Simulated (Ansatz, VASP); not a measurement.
## Two plane-wave programs on Li3SI

The input POSCAR:

```
Li3SI
1.0
    4.8272196330      0.0000000000      0.0000000000
    0.0000000000      4.8272196330      0.0000000000
    0.0000000000      0.0000000000      4.8272196330
I S Li
1 1 3
Direct
    0.0000000000      0.0000000000      0.0000000000
    0.5000000000      0.5000000000      0.5000000000
    0.5000000000      0.5000000000      0.0000000000
    0.5000000000      0.0000000000      0.5000000000
    0.0000000000      0.5000000000      0.5000000000
```

INCAR.step1

```
SYSTEM = Li3SI
  PREC = Accurate
  ENCUT = 520
  ISMEAR = 0
  SIGMA = 0.01
  LREAL = .False.
  LASPH = .True.
  NELM = 80
  NBANDS = 19
  GGA = PE
  ALGO = Normal
  EDIFF = 1E-4
  LWAVE = .True.
  LCHARG = .False.
```

INCAR.step2

```
SYSTEM = Li3SI
  PREC = Accurate
  ENCUT = 520
  EDIFF = 1E-6
  ISMEAR = 0
  SIGMA = 0.01
  LREAL = .False.
  LASPH = .True.
  NELM = 80
  ALGO = Normal
  ISIF = 2
  LWAVE = .False.
  LCHARG = .False.
  METAGGA = R2SCAN
  LMIXTAU = .True.
  NBANDS = 19
  ISTART = 1
```

The input KPOINTS:

```
regular mesh
0
Gamma
  4 4 4
  0 0 0
```

Input for Ansatz:

```yaml
crystal:
  lattice:
    - [4.827219633, 0.0, 0.0]
    - [0.0, 4.827219633, 0.0]
    - [0.0, 0.0, 4.827219633]
  atoms:
    - { symbol: I, position: [0.0, 0.0, 0.0] }
    - { symbol: S, position: [0.5, 0.5, 0.5] }
    - { symbol: Li, position: [0.5, 0.5, 0.0] }
    - { symbol: Li, position: [0.5, 0.0, 0.5] }
    - { symbol: Li, position: [0.0, 0.5, 0.5] }
kpoints:
  mp_grid: { grid: [4, 4, 4] }
hamiltonian:
  xc: r2scan
scf:
  occupations: { method: fixed }
  n_extra_bands: 5
output:
  forces: true
  stress: true
  eigenvalues: true
```

Alike in both runs: task single point; functional r2SCAN; k mesh 4 × 4 × 4; no spin polarisation.

```csv
,VASP,Ansatz
version,VASP 6.6.1,Ansatz 0.2.0
potentials or method,"VASP PAW PBE potentials, release 64 (I, S, Li_sv)","plane waves, PAW"
plane-wave cutoff (eV),520,500
occupations,"gaussian, width 0.01 eV",fixed
valence electrons in the cell,22,32
```

|  | VASP | Ansatz | Ansatz less VASP |
| --- | --- | --- | --- |
| gap on the k mesh at the Fermi level (eV) | 4.10 | 4.16 | +0.057 |

VASP's potentials were made for PBE, not for r2SCAN. VASP's potentials hold 22 valence electrons a cell and Ansatz's 32, so a difference there can come from the potentials and not from the codes.

Neither program's run includes spin-orbit coupling. Noted on VASP's run: the cutoff is short for stress, so the pressure is rough.
